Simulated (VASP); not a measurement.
A run of VASP 6.6.1 is set up as follows.

Contents of INCAR:

```
SYSTEM = FeO
ALGO = Normal
EDIFF = 1E-6
ENCUT = 520
GGA = PE
ISIF = 2
ISMEAR = 0
ISPIN = 2
LASPH = .TRUE.
LCHARG = .FALSE.
LMAXMIX = 4
LORBIT = 11
LREAL = .FALSE.
LWAVE = .FALSE.
MAGMOM = 3 0
NBANDS = 18
NELM = 150
PREC = Accurate
SIGMA = 0.015
```

Contents of KPOINTS:

```
k-points
0
G
  11 11 11
  0 0 0
```

Contents of POSCAR:

```
FeO
1.0
    0.0000000000      2.1554000000      2.1554000000
    2.1554000000      0.0000000000      2.1554000000
    2.1554000000      2.1554000000      0.0000000000
Fe O
1 1
Direct
    0.0000000000      0.0000000000      0.0000000000
    0.5000000000      0.5000000000      0.5000000000
```

Potentials or basis: VASP PAW PBE potentials, release 64 (Fe, O).

The run is started by

```sh
$ cat potpaw_PBE.64/Fe/POTCAR potpaw_PBE.64/O/POTCAR > POTCAR
$ mpirun -np 1 vasp_std > vasp.out
```

Task: What does it give for the band gap on the k mesh?

Result: Zero (filled and empty bands overlap).

Task: Predict the pressure.

Result: -0.2 GPa.

Task: Estimate the net moment.

Result: 4.00 μB per cell.

Task: What does it give for the site moments?

Result: Fe +3.62; O +0.30 μB.

Caveat: a cell with one magnetic atom can't hold antiferromagnetic order, which such compounds often take; semilocal functionals often make such compounds metallic where correlation or magnetic order opens a gap, which also shifts bond lengths.

**Measured values to compare with.**

“W\"ustite: Electric, thermodynamic and optical properties of FeO”, 2012, arxiv:1203.1201 quotes, for a bulk crystal of FeO: band gap 2.4 eV (optical).

A measured gap of FeO is 2.4 eV (optical; quoted in “W\"ustite: Electric, thermodynamic and optical properties of FeO”, 2012, arxiv:1203.1201); the calculated 0.00 eV misses it by -2.40 eV. So large a miss can be the level of theory's own, or it may mean another phase, state or a wrong row. The value is that of PBE on a finite k mesh, which can miss the band edges, without temperature or zero-point motion. Semilocal functionals fall short of measured gaps as a rule. The run's magnetic order (collinear spin, ferromagnetic start) needn't be the measured crystal's.
